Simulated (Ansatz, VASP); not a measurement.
# One calculation of C, two programs

```
C
1.0
     0.00000    1.78014    1.86915
     1.78014    0.00000    1.86915
     1.78014    1.78014    0.00000
C
2
Cartesian
  1.7801 1.7801 1.8691
  2.6702 2.6702 2.8037
```

Change from the starting cell: strain +0.000 along x and y, +0.050 along z, atoms carried along.

Alike in both runs: task single point; functional r2SCAN; k mesh 12 × 12 × 12; occupations gaussian, width 0.05 eV; no spin polarisation.

```csv
,VASP,Ansatz
version,VASP 6.6.1,Ansatz 0.2.0
potentials or method,"VASP PAW PBE potentials, release 64 (C), cutoff 520 eV","scalar-relativistic, plane waves, PAW"
valence electrons in the cell,8,8
```

Ansatz gave:

```
gap on the k mesh at the Fermi level (eV)                     : 3.64
least direct gap on the mesh (eV)                             : 5.30
pressure (GPa)                                                : -20.0
traceless stress, the component that is largest in VASP (GPa) : -32.03
```

Q: Which values does VASP return?

A: gap on the k mesh at the Fermi level (eV): 3.61; least direct gap on the mesh (eV): 5.26; pressure (GPa): -19.0; traceless stress, the component that is largest in VASP (GPa): -31.98.

VASP's potentials were made for PBE, not for r2SCAN. With one functional, cell and mesh, what is left measures potentials, basis and numerics.
